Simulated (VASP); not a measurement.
Set up this calculation in VASP 6.6.1, as the native input.

```yaml
Task: relaxation of the atoms
Functional: PBE
Dispersion: D3(BJ)
Potentials_or_basis: VASP PAW PBE potentials, release 64 (Te, Pt)
Cutoff: 450 eV
k_mesh: 12 × 12 × 8
Occupations: gaussian, width 0.1 eV
Spin: no spin polarisation
Dipole_correction: no
Further_INCAR_settings: ALGO = Normal; EDIFF = 1e-07; IBRION = 2; EDIFFG = -0.008; NSW = 60
```

The structure of Te2Pt lies in POSCAR:

```
Te2Pt
1.0
    3.8101409201      0.0000000000      0.0000000000
   -1.9050704600      3.2996788288      0.0000000000
    0.0000000000      0.0000000000      4.7855050709
Te Pt
2 1
Direct
    0.3333333333      0.6666666667      0.2829541022
    0.6666666667      0.3333333333      0.7170458978
    0.0000000000      0.0000000000      0.0000000000
```

This cell differs from its parent crystal: equal strain along all axes, cell held: -6.0 %.

The input as run:

INCAR

```
ALGO = Normal
EDIFF = 1E-7
EDIFFG = -0.008
ENCUT = 450
GGA = PE
GGA_COMPAT = F
IBRION = 2
ISIF = 2
ISMEAR = 0
IVDW = 12
LASPH = T
LCHARG = F
LREAL = F
LWAVE = F
NELM = 120
NELMIN = 4
NSW = 60
PREC = Accurate
SIGMA = 0.1
```

KPOINTS

```
k-points
0
Gamma
  12 12 8
```

Potentials or basis: VASP PAW PBE potentials, release 64 (Te, Pt).

Run with:

```sh
$ cat potpaw_PBE.64/Te/POTCAR potpaw_PBE.64/Pt/POTCAR > POTCAR
$ mpirun -np 1 vasp_std > vasp.out
```

It gave:

| Property | Result |
| --- | --- |
| Energy gained by relaxing | 5.2 meV/atom |
| Ionic steps | 3 |
| Pressure after relaxing | 24.4 GPa |
| Band gap on the k mesh | zero (bands 11 and 12 overlap by 1.25 eV) |
| Dispersion energy per atom | -0.684 eV |

Caveat: the cell differs from its parent crystal (equal strain along all axes, cell held: -6.0 %); spin-orbit coupling is left out, which moves the levels of the heavy elements.

Wall time 2.6 min on 1 thread of Intel(R) Xeon(R) Platinum 8488C (Sapphire Rapids), on a shared host, peak memory 0.25 GiB.
